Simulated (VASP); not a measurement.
Ti3Al4Ni, 8 atoms in the cell. It takes space group Im-3m (No. 229, cubic). The conventional cell has a = 6.247 Å, b = 6.247 Å, c = 6.247 Å, α = 90.00°, β = 90.00°, γ = 90.00°. Within 3.6 Å of Ti (site symmetry 4/mmm) lie 8 Al at 2.70 Å and 4 Ti at 3.12 Å and 2 Ni at 3.12 Å. Within 3.6 Å of Al (site symmetry -3m) lie 6 Ti at 2.70 Å and 2 Ni at 2.70 Å and 6 Al at 3.12 Å. Ni (site symmetry m-3m) has 8 Al at 2.70 Å and 6 Ti at 3.12 Å within 3.6 Å. 

| Item | Value |
| --- | --- |
| Program | VASP 6.6.1 |
| Task | single point |
| Functional | PBE |
| Potentials or basis | VASP PAW PBE potentials, release 64 (Ti_sv, Al, Ni) |
| Cutoff | 520 eV |
| k mesh | 4 × 4 × 4 |
| Occupations | gaussian, width 0.1 eV |
| Spin | collinear spin, ferromagnetic start |
| Starting moments | [0.0, 0.0, 0.0, 0.0, 0.0, 0.0, 0.0, 2.0] μB |
| Dipole correction | no |
| Further INCAR settings | ALGO = Normal; EDIFF = 1e-06; NBANDS = 43 |

Potentials or basis: VASP PAW PBE potentials, release 64 (Ti_sv, Al, Ni).

Launch:

```console
$ cat potpaw_PBE.64/Ti_sv/POTCAR potpaw_PBE.64/Al/POTCAR potpaw_PBE.64/Ni/POTCAR > POTCAR
$ mpirun -np 1 vasp_std > vasp.out
```

Hardware: 1 thread of AMD EPYC 7R13, on a shared host.

Q: Estimate the wall time of this run.

A: It took 3.9 min on 1 thread of AMD EPYC 7R13, on a shared host, peak memory 0.28 GiB. Counts: scf iterations 17, k points 8.
